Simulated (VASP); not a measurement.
# C: relaxation of cell and atoms with r2SCAN

The system is C.

```
C
1.0
     0.00000    1.78014    1.78014
     1.78014    0.00000    1.78014
     1.78014    1.78014    0.00000
C
2
Direct
  0.50000 0.50000 0.50000
  0.75000 0.75000 0.75000
```

* Program: VASP 6.6.1
* Task: relaxation of cell and atoms
* Functional: r2SCAN
* Potentials or basis: VASP PAW PBE potentials, release 64 (C)
* Cutoff: 600 eV
* k mesh: 12 × 12 × 12
* Occupations: gaussian, width 0.01 eV
* Spin: no spin polarisation
* Target pressure: 10 GPa
* Dipole correction: no
* Further INCAR settings: ALGO = Normal; EDIFF = 1e-06; IBRION = 2; EDIFFG = -0.002; NSW = 100; ISIF = 3

```json
{"Relaxed volume": "5.53 Å³/atom", "Relaxed cell": "a = 2.500 Å, b = 2.500 Å, c = 2.500 Å, α = 60.00°, β = 60.00°, γ = 60.00°", "Space group after relaxing (to 0.1 Å)": "Fd-3m (No. 227)", "Energy change on relaxing (the run minimises the enthalpy)": "+3.6 meV/atom", "Ionic steps": "3", "Pressure after relaxing": "9.9 GPa", "Band gap on the k mesh": "4.40 eV (least direct gap 5.91 eV)"}
```

Step by step:
| step | energy change (eV) | largest force (eV/Å) | pressure (GPa) | volume (Å³) |
| --- | --- | --- | --- | --- |
| 1 | 0.0000 | 0.0000 | 0.35 | 11.28 |
| 2 | 0.0412 | 0.0000 | 24.79 | 10.74 |
| 3 | 0.0072 | 0.0000 | 9.94 | 11.05 |

Final structure:
```
CELL_PARAMETERS angstrom
0.00000 1.76802 1.76802
1.76802 0.00000 1.76802
1.76802 1.76802 0.00000
ATOMIC_POSITIONS crystal
C 0.50000 0.50000 0.50000
C 0.75000 0.75000 0.75000
```

Levels at points of the mesh, in eV from the valence-band top:
```tsv
k point	band 1	band 2	band 3	band 4	band 5	band 6	band 7	band 8
(0.00, 0.00, 0.00)	-23.06	0.00	0.00	0.00	5.91	5.91	5.91	14.44
(0.50, 0.00, 0.00)	-16.96	-14.34	-3.05	-3.05	8.99	8.99	9.50	16.95
(0.50, 0.50, 0.00)	-13.78	-13.78	-6.82	-6.82	5.06	5.06	18.29	18.29
```

Wall time 73 s on 1 thread of Intel Xeon 8259CL (shared host), peak memory 0.12 GiB.

Caveat: the cell is relaxed towards a set pressure, so the run minimises the enthalpy, not the energy; the PAW data sets were made with another functional, which shifts forces and pressure a little. A k mesh can miss the band edges.
